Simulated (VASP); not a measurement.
## SnO2: single point with PBE+D3(BJ)

SnO2, a sheet with vacuum:

```
Sn O
1.0
     2.79804    0.00000    0.00000
     0.00000    2.79804    0.00000
     0.00000    0.00000   38.17273
Sn O
2 4
Cartesian
  0.0000 2.7980 7.8763
  0.0000 2.7980 13.1237
  1.3990 1.3990 9.0742
  1.3990 1.3990 6.6882
  1.3990 1.3990 14.3118
  1.3990 1.3990 11.9258
```

```
Program             : VASP 6.6.1
Task                : single point
Functional          : PBE
Dispersion          : D3(BJ)
Potentials or basis : VASP PAW PBE potentials, release 64 (Sn_d, O)
Cutoff              : 520 eV
k mesh              : 14 × 14 × 1
Occupations         : gaussian, width 0.1 eV
Spin                : no spin polarisation
```

```json
{
 "Largest force": "0.033 eV/Å",
 "Band gap on the k mesh": "zero (band 26 reaches -4.25 eV, above the bottom of band 27 at -4.63 eV)",
 "Dispersion energy per atom": "-0.157 eV"
}
```

Forces on the atoms (eV/Å):
```
Sn   0.000  0.000  0.023
Sn   0.000  0.000 -0.023
O    0.000  0.000  0.000
O    0.000  0.000 -0.033
O    0.000  0.000  0.033
O    0.000  0.000  0.000
```

Levels at points of the mesh, in eV from the Fermi level:
```csv
k point,band 24,band 25,band 26,band 27,band 28,band 29
"(0.00, 0.00, 0.00)",-0.95,-0.95,-0.80,-0.32,0.15,4.11
"(0.50, 0.00, 0.00)",-0.94,-0.63,-0.14,2.97,3.12,4.07
"(0.50, 0.50, 0.00)",-2.26,-0.98,-0.95,-0.37,0.03,5.14
```

Run time: 4.9 min on 1 thread of Intel(R) Xeon(R) Platinum 8481C CPU @ 2.70GHz (Sapphire Rapids), on a shared host, peak memory 0.58 GiB.

Caveat: spin-orbit coupling is left out, which moves the levels of the heavy elements.
